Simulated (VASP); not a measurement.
The system is Al3Sn2H3.

```
Al Sn H
1.0
     5.03579    0.00000    0.00000
     0.00000    5.03579    0.00000
     0.00000    0.00000    5.03579
Al Sn H
3 2 3
Direct
  0.50000 0.00000 0.00000
  0.00000 0.50000 0.00000
  0.00000 0.00000 0.50000
  0.50000 0.50000 0.50000
  0.00000 0.00000 0.00000
  0.00000 0.50000 0.50000
  0.50000 0.00000 0.50000
  0.50000 0.50000 0.00000
```

* Program: VASP 6.6.1
* Task: relaxation of cell and atoms
* Functional: PBE
* Potentials or basis: VASP PAW PBE potentials, release 64 (Al, Sn_d, H)
* Cutoff: 600 eV
* k mesh: 4 × 4 × 4
* Occupations: gaussian, width 0.1 eV
* Spin: no spin polarisation

At the start: pressure 6.3 GPa; volume 15.96 Å³/atom.

Question: How do energy, volume and symmetry change on relaxing?

Answer: Over 3 steps the energy falls by 35.4 meV/atom and the volume is 17.83 Å³/atom (+11.7 %); space group Pm-3m (No. 221, to 0.05 Å).

The path:
```
step  energy change (eV)  largest force (eV/Å)  pressure (GPa)  volume (Å³)
   1              0.0000                0.0000            6.32       127.70
   2             -0.2719                0.0000            1.09       139.70
   3             -0.2829                0.0000            0.08       142.65
```

Final structure:
```
Al Sn H
1.0
     5.22509    0.00000    0.00000
     0.00000    5.22509    0.00000
     0.00000    0.00000    5.22509
Al Sn H
3 2 3
Cartesian
  2.6125 0.0000 0.0000
  0.0000 2.6125 0.0000
  0.0000 0.0000 2.6125
  2.6125 2.6125 2.6125
  0.0000 0.0000 0.0000
  0.0000 2.6125 2.6125
  2.6125 0.0000 2.6125
  2.6125 2.6125 0.0000
```
